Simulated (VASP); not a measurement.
Here is a VASP 6.6.1 calculation.

File INCAR:

```
  ALGO = Normal
  EDIFF = 1E-6
  ENCUT = 520
  GGA = PE
  ISIF = 2
  ISMEAR = 0
  LASPH = T
  LCHARG = F
  LREAL = F
  LWAVE = F
  NBANDS = 30
  NELM = 80
  PREC = Accurate
  SIGMA = 0.15
```

The input KPOINTS:

```
k-points
0
Gamma
  3 3 3
```

POSCAR

```
ScAl3N4
1.0
    4.5342925319      0.0000000000      0.0000000000
    0.0000000000      4.5342925319      0.0000000000
    0.0000000000      0.0000000000      4.5342925319
Sc Al N
1 3 4
Direct
    0.0000000000      0.0000000000      0.0000000000
    0.5000000000      0.0000000000      0.5000000000
    0.0000000000      0.5000000000      0.5000000000
    0.5000000000      0.5000000000      0.0000000000
    0.7372187337      0.2627812663      0.7372187337
    0.2627812663      0.7372187337      0.7372187337
    0.2627812663      0.2627812663      0.2627812663
    0.7372187337      0.7372187337      0.2627812663
```

Potentials or basis: VASP PAW PBE potentials, release 64 (Sc_sv, Al, N).

Run with:

```sh
$ cat potpaw_PBE.64/Sc_sv/POTCAR potpaw_PBE.64/Al/POTCAR potpaw_PBE.64/N/POTCAR > POTCAR
$ mpirun -np 1 vasp_std > vasp.out
```

What does it give for the band gap on the k mesh?

3.37 eV, indirect (least direct gap 3.67 eV).

What does it give for the largest force?

0.042 eV/Å.

Predict the pressure.

-0.6 GPa.

Forces in eV/Å, atoms in the order of the input:
```
Sc   0.000  0.000  0.000
Al   0.000  0.000  0.000
Al   0.000  0.000  0.000
Al   0.000  0.000  0.000
N   -0.024  0.024 -0.024
N    0.024 -0.024 -0.024
N    0.024  0.024  0.024
N   -0.024 -0.024  0.024
```

Caveat: the k points lie up to 0.46 Å⁻¹ apart. A k mesh can miss the band edges.
